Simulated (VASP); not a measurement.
# AlNi (Pm-3m) in VASP: notebook, part 2 of 2

VASP 6.6.1. Earlier steps stand in the parts before.

## Step 3: Electric field gradients, r2SCAN, collinear spin, ferromagnetic start

Contents of POSCAR:

```
AlNi
1.0
    2.8810000000      0.0000000000      0.0000000000
    0.0000000000      2.8810000000      0.0000000000
    0.0000000000      0.0000000000      2.8810000000
Al Ni
1 1
Direct
    0.0000000000      0.0000000000      0.0000000000
    0.5000000000      0.5000000000      0.5000000000
```

Contents of INCAR.step1:

```
PREC = Accurate
ENCUT = 520
ISMEAR = -1
SIGMA = 0.05
LREAL = F
LASPH = T
NELM = 150
ISPIN = 2
MAGMOM = 0 1.5
LMAXMIX = 4
NBANDS = 18
GGA = PE
ALGO = Normal
EDIFF = 1E-4
LWAVE = T
LCHARG = F
```

Contents of INCAR.step2:

```
PREC = Accurate
ENCUT = 520
EDIFF = 1E-8
ISMEAR = -1
SIGMA = 0.05
LREAL = F
LASPH = T
NELM = 150
ALGO = Normal
ISIF = 2
LWAVE = F
LCHARG = F
ISPIN = 2
MAGMOM = 0 1.5
LORBIT = 11
LMAXMIX = 4
METAGGA = R2SCAN
LMIXTAU = T
LEFG = T
NBANDS = 18
ISTART = 1
```

Contents of KPOINTS:

```
Automatic mesh
0
Gamma
  13 13 13
```

Potentials or basis: VASP PAW PBE potentials, release 64 (Al, Ni).

On the command line:

```
$ cat potpaw_PBE.64/Al/POTCAR potpaw_PBE.64/Ni/POTCAR > POTCAR
$ cp INCAR.step1 INCAR
$ mpirun -np 1 vasp_std > vasp.out
$ cp INCAR.step2 INCAR
$ mpirun -np 1 vasp_std > vasp.out
```

OUTCAR:

```text
PREC = Accurate
   ENCUT = 520
   EDIFF = 1E-8
   ISMEAR = -1
   LREAL = F
   LASPH = T
   NELM = 150
   ISIF = 2
   ISPIN = 2
   LORBIT = 11
   METAGGA = R2SCAN
   ISTART = 1

 ion  position               nearest neighbor table
   1  0.000  0.000  0.000-   2 2.50   2 2.50   2 2.50   2 2.50   2 2.50   2 2.50   2 2.50   2 2.50

   2  0.500  0.500  0.500-   1 2.50   1 2.50   1 2.50   1 2.50   1 2.50   1 2.50   1 2.50   1 2.50

  LATTYP: Found a simple cubic cell.
 ALAT       =     2.8810000000

  Lattice vectors:

 A1 = (   2.8810000000,   0.0000000000,   0.0000000000)
 A2 = (   0.0000000000,   2.8810000000,   0.0000000000)
 A3 = (   0.0000000000,   0.0000000000,   2.8810000000)

Analysis of symmetry for initial positions (statically):
=====================================================================
 Subroutine PRICEL returns:
 Original cell was already a primitive cell.

 Routine SETGRP: Setting up the symmetry group for a
[... 1230 lines left out ...]
 -----------------------------------------------------------------------------------
    total drift:                                0.000000      0.000000     -0.000000

  FREE ENERGIE OF THE ION-ELECTRON SYSTEM (eV)
  ---------------------------------------------------
  free  energy   TOTEN  =       -20.0704610708 eV

  energy  without entropy=      -20.0659542766  energy(sigma->0) =      -20.06820767

 Electric field gradients (V/A^2)
---------------------------------------------------------------------
 ion       V_xx      V_yy      V_zz      V_xy      V_xz      V_yz
---------------------------------------------------------------------
   1       0.000    -0.000     0.000     0.000    -0.000     0.000
   2      -0.000    -0.000     0.000    -0.000     0.000    -0.000
---------------------------------------------------------------------

 Electric field gradients after diagonalization (V/A^2)
 (convention: |V_zz| > |V_xx| > |V_yy|)
----------------------------------------------------------------------
 ion       V_xx      V_yy      V_zz     asymmetry (V_yy - V_xx)/ V_zz
----------------------------------------------------------------------
   1       0.000     0.000    -0.000       0.118
   2      -0.000    -0.000     0.000       0.146
----------------------------------------------------------------------

           NMR quadrupolar parameters

 Cq : quadrupolar parameter    Cq=e*Q*V_zz/h
 eta: asymmetry parameters     (V_yy - V_xx)/ V_zz
 Q  : nuclear electric quadrupole moment in mb (millibarn)
----------------------------------------------------------------------
 ion       Cq(MHz)       eta       Q (mb)
----------------------------------------------------------------------
   1      -0.000       0.118       1.000
   2       0.000       0.146       1.000
----------------------------------------------------------------------

 total charge

# of ion       s       p       d       tot
------------------------------------------
    1        0.380   0.425   0.000   0.805
    2        0.486   0.541   8.485   9.512
--------------------------------------------------
tot          0.867   0.966   8.485  10.317

 magnetization (x)

# of ion       s       p       d       tot
------------------------------------------
    1        0.000   0.000   0.000   0.000
    2       -0.000  -0.000  -0.000  -0.000
--------------------------------------------------
tot         -0.000  -0.000  -0.000  -0.000
```

Wall time 1.8 min (1 thread of AMD EPYC 9R45 (Zen 5), shared host); peak memory 0.16 GiB.

What came out:

```
Free energy                                           : -20.0705 eV
Pressure                                              : -3.4 GPa
Net moment                                            : 0.00 μB per cell
Valence electrons inside the program's atomic spheres : Al 0.81; Ni 9.51
```

Levels at points of the mesh, in eV from the Fermi level:
Spin up:
```
           k point  band 3  band 4  band 5  band 6  band 7  band 8  band 9  band 10
(0.00, 0.00, 0.00)   -3.32   -1.58   -1.58   -1.58    5.91    5.91    5.91     8.41
```
Spin down:
| k point | band 4 | band 5 | band 6 | band 7 | band 8 | band 9 |
| --- | --- | --- | --- | --- | --- | --- |
| (0.00, 0.00, 0.00) | -1.58 | -1.58 | -1.58 | 5.91 | 5.91 | 5.91 |

Caveat: the starting moments collapsed, and a magnetic state may lie lower; without QUAD_EFG the Cq values of the log hold for a quadrupole moment of 1 mb, not for the nuclei; the PAW data sets were made with another functional, which shifts forces and pressure a little.
